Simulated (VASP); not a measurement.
Set up this calculation in VASP 6.6.1, as the native input.

* Task: single point
* Functional: PBE
* Potentials or basis: VASP PAW PBE potentials, release 64 (Pt, Se)
* Cutoff: 520 eV
* k mesh: 9 × 9 × 6
* Occupations: fermi-dirac, width 0.15 eV
* Spin: no spin polarisation
* Dipole correction: no
* Further INCAR settings: ALGO = Normal; EDIFF = 1e-06; NBANDS = 18

The structure of PtSe2 (Sudovikovite) lies in POSCAR:

```
PtSe2
1.0
    3.7240000000      0.0000000000      0.0000000000
   -1.8620000000      3.2250786037      0.0000000000
    0.0000000000      0.0000000000      5.0620000000
Pt Se
1 2
Direct
    0.0000000000      0.0000000000      0.0000000000
    0.3333330000      0.6666670000      0.2500000000
    0.6666670000      0.3333330000      0.7500000000
```

The input as run:

INCAR

```
SYSTEM = PtSe2
PREC     = Accurate       ! precision mode
ENCUT    = 520            ! plane-wave cutoff, eV
EDIFF    = 1E-6           ! SCF threshold, eV
ISMEAR   = -1             ! smearing method
SIGMA    = 0.15           ! smearing width, eV
LREAL    = .FALSE.        ! projectors in reciprocal space
LASPH    = .TRUE.         ! aspherical terms in the spheres
NELM     = 80             ! most SCF steps
ALGO     = Normal         ! electronic algorithm
ISIF     = 2              ! what is computed and relaxed
LWAVE    = .FALSE.        ! write WAVECAR
LCHARG   = .TRUE.         ! write CHGCAR
GGA      = PE             ! functional
LELF     = .TRUE.         ! ELF
LVHAR    = .TRUE.       
NBANDS   = 18             ! bands
```

KPOINTS

```
Automatic mesh
0
G
  9 9 6
  0 0 0
```

Potentials or basis: VASP PAW PBE potentials, release 64 (Pt, Se).

Launch:

```sh
$ cat potpaw_PBE.64/Pt/POTCAR potpaw_PBE.64/Se/POTCAR > POTCAR
$ mpirun -np 1 vasp_std > vasp.out
```

It gave:

The pressure is 7.3 GPa, the largest force is 0.593 eV/Å and the band gap on the k mesh is zero (band 11 reaches 6.93 eV, above the bottom of band 12 at 6.56 eV).

Caveat: spin-orbit coupling is left out, which moves the levels of the heavy elements.

Run time: 38 s on 1 thread of Intel(R) Xeon(R) Platinum 8559C (Emerald Rapids), with other jobs on the host, peak memory 0.22 GiB.
